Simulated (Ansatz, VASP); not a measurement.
**Two plane-wave programs on PbSe**

POSCAR

```
PbSe
1.0
    0.0000000000      3.0887022193      3.0887022193
    3.0887022193      0.0000000000      3.0887022193
    3.0887022193      3.0887022193      0.0000000000
Pb Se
1 1
Direct
    0.0000000000      0.0000000000      0.0000000000
    0.5000000000      0.5000000000      0.5000000000
```

File INCAR.step1:

```
  PREC = Accurate
  ENCUT = 520
  ISMEAR = 0
  SIGMA = 0.01
  LREAL = F
  LASPH = T
  NELM = 80
  NBANDS = 17
  GGA = PE
  ALGO = Normal
  EDIFF = 1E-4
  LWAVE = T
  LCHARG = F
```

INCAR.step2

```
  PREC = Accurate
  ENCUT = 520
  EDIFF = 1E-6
  ISMEAR = 0
  SIGMA = 0.01
  LREAL = F
  LASPH = T
  NELM = 80
  ALGO = Normal
  ISIF = 2
  LWAVE = F
  LCHARG = T
  METAGGA = R2SCAN
  LMIXTAU = T
  LELF = T
  LVHAR = T
  NBANDS = 17
  ISTART = 1
```

The input KPOINTS:

```
regular mesh
0
Gamma
  8 8 8
```

Input for Ansatz:

```yaml
crystal:
  lattice:
    - [0.0, 3.0887022193, 3.0887022193]
    - [3.0887022193, 0.0, 3.0887022193]
    - [3.0887022193, 3.0887022193, 0.0]
  atoms:
    - { symbol: Pb, position: [0.0, 0.0, 0.0] }
    - { symbol: Se, position: [0.5, 0.5, 0.5] }
kpoints:
  mp_grid: { grid: [8, 8, 8] }
  band_path:
    path:
      - [0.0, 0.0, 0.0]
      - [0.5, 0.0, 0.5]
      - [0.625, 0.25, 0.625]
      - [0.375, 0.375, 0.75]
      - [0.5, 0.5, 0.5]
      - [0.5, 0.25, 0.75]
      - [0.0, 0.0, 0.5]
    npoints: 1
hamiltonian:
  xc: r2scan
scf:
  occupations: { method: fixed }
  n_extra_bands: 4
output:
  forces: true
  stress: true
  eigenvalues: true
```

Alike in both runs: task single point; functional r2SCAN; k mesh 8 × 8 × 8; no spin polarisation.

```csv
,VASP,Ansatz
version,VASP 6.6.1,Ansatz 0.2.0
potentials or method,"VASP PAW PBE potentials, release 64 (Pb_d, Se)","plane waves, PAW"
plane-wave cutoff (eV),520,500
occupations,"gaussian, width 0.01 eV",fixed
valence electrons in the cell,20,30
```

```csv
,VASP,Ansatz,Ansatz less VASP
gap on the k mesh at the Fermi level (eV),0.67,0.66,-0.006
pressure (GPa),0.0,0.0,-0.01
```

VASP's potentials were made for PBE, not for r2SCAN. VASP's potentials hold 20 valence electrons a cell and Ansatz's 30, so a difference there can come from the potentials and not from the codes.

Spin-orbit coupling is off throughout.
